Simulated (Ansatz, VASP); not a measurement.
**La2O3: VASP beside Ansatz**

INCAR

```
SYSTEM = La2O3
PREC     = Accurate       ! precision mode
ENCUT    = 600            ! plane-wave cutoff, eV
EDIFF    = 1E-6           ! SCF threshold, eV
ISMEAR   = -1             ! smearing method
SIGMA    = 0.05           ! smearing width, eV
LREAL    = .False.        ! projectors in reciprocal space
LASPH    = .True.         ! aspherical terms in the spheres
NELM     = 80             ! most SCF steps
ALGO     = Normal         ! electronic algorithm
ISIF     = 3              ! what is computed and relaxed
LWAVE    = .False.        ! write WAVECAR
LCHARG   = .False.        ! write CHGCAR
IBRION   = 2              ! ionic algorithm
NSW      = 80             ! ionic steps
EDIFFG   = -0.02          ! ionic threshold
```

File KPOINTS:

```
regular mesh
0
Gamma
  4 4 6
  0 0 0
```

The input POSCAR:

```
La2O3
1.0
    6.2667802772      0.0000000000      0.0000000000
   -3.1333901386      5.4271909200      0.0000000000
    0.0000000000      0.0000000000      3.2997660000
La O
2 3
Direct
    0.6666666667      0.3333333333      0.5000000000
    0.3333333333      0.6666666667      0.5000000000
    0.5080139900      0.0000000000      0.0000000000
    0.0000000000      0.5080139900      0.0000000000
    0.4919860100      0.4919860100      0.0000000000
```

Contents of input.yaml:

```yaml
crystal:
  lattice:
    - [6.2667802772, 0.0, 0.0]
    - [-3.1333901386, 5.42719092, 0.0]
    - [0.0, 0.0, 3.299766]
  atoms:
    - { symbol: La, position: [0.6666666667, 0.3333333333, 0.5] }
    - { symbol: La, position: [0.3333333333, 0.6666666667, 0.5] }
    - { symbol: O, position: [0.50801399, 0.0, 0.0] }
    - { symbol: O, position: [0.0, 0.50801399, 0.0] }
    - { symbol: O, position: [0.49198601, 0.49198601, 0.0] }
kpoints:
  mp_grid: { grid: [4, 4, 6] }
scf:
  occupations: { method: fermi_dirac, width: 0.05 }
hamiltonian:
  xc: lda
  pseudopotentials: { kind: all_electron, lapw: { basis_error: 0.002 } }
output:
  forces: true
  stress: true
relax:
  f_tol: 0.02
  max_steps: 60
  cell: {}
```

Alike in both runs: task relaxation of cell and atoms; functional LDA; k mesh 4 × 4 × 6; occupations fermi-dirac, width 0.05 eV; no spin polarisation.

|  | VASP | Ansatz |
| --- | --- | --- |
| version | VASP 6.6.1 | Ansatz 0.2.0 |
| potentials or method | VASP PAW LDA potentials, release 64 (La, O), cutoff 600 eV | all-electron LAPW, scalar-relativistic |

```csv
,VASP,Ansatz,Ansatz less VASP
relaxed volume (Å³/atom),21.84,21.90,+0.052
relaxed length of the cell vector where the two differ most in proportion (Å),6.248,6.255,+0.0062
```

LDA's correlation is that of Perdew and Zunger in VASP and of Perdew and Wang (1992) in Ansatz. Ansatz ran all-electron here, and VASP with PAW potentials.

Neither program's run includes spin-orbit coupling. Noted on Ansatz's run: the k mesh is thin for a metal, which can move the energy by tens of meV per atom.
